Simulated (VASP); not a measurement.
CsSnBr3: single point with PBE

Crystal: CsSnBr3.

```
CELL_PARAMETERS angstrom
5.84688 0.00000 0.00000
0.00000 5.84688 0.00000
0.00000 0.00000 5.84688
ATOMIC_POSITIONS crystal
Cs 0.00000 0.00000 0.00000
Sn 0.50000 0.50000 0.50000
Br 0.50000 0.00000 0.50000
Br 0.50000 0.50000 0.00000
Br 0.00000 0.50000 0.50000
```

```
Program                : VASP 6.6.1
Task                   : single point
Functional             : PBE
Potentials or basis    : VASP PAW PBE potentials, release 64 (Cs_sv, Sn_d, Br)
Cutoff                 : 500 eV
k mesh                 : 6 × 6 × 6
Occupations            : gaussian, width 0.05 eV
Spin                   : no spin polarisation
Dipole correction      : no
Further INCAR settings : ALGO = Normal; EDIFF = 1e-06; NBANDS = 30
```

The pressure is 0.5 GPa and the band gap on the k mesh is 0.52 eV, direct.

Levels at points of the mesh, in eV from the valence-band top:
| k point | band 18 | band 19 | band 20 | band 21 | band 22 | band 23 | band 24 | band 25 | band 26 | band 27 |
| --- | --- | --- | --- | --- | --- | --- | --- | --- | --- | --- |
| (0.00, 0.00, 0.00) | -2.97 | -2.97 | -2.85 | -2.85 | -2.85 | 2.26 | 3.31 | 3.31 | 3.96 | 3.96 |
| (0.50, 0.00, 0.00) | -3.15 | -3.11 | -2.96 | -2.96 | -1.98 | 1.50 | 3.69 | 4.33 | 4.35 | 4.35 |
| (0.50, 0.50, 0.00) | -3.28 | -3.23 | -3.23 | -2.50 | -0.96 | 1.05 | 1.05 | 3.94 | 4.41 | 4.84 |
| (0.50, 0.50, 0.50) | -3.27 | -2.48 | -2.48 | -2.48 | 0.00 | 0.52 | 0.52 | 0.52 | 3.75 | 4.36 |

Run time: 110 s on 1 thread of Intel(R) Xeon(R) Platinum 8259CL CPU @ 2.50GHz (Skylake/Cascade Lake), on a shared host, peak memory 0.38 GiB.

Caveat: spin-orbit coupling is left out, which moves the levels of the heavy elements. A k mesh can miss the band edges.
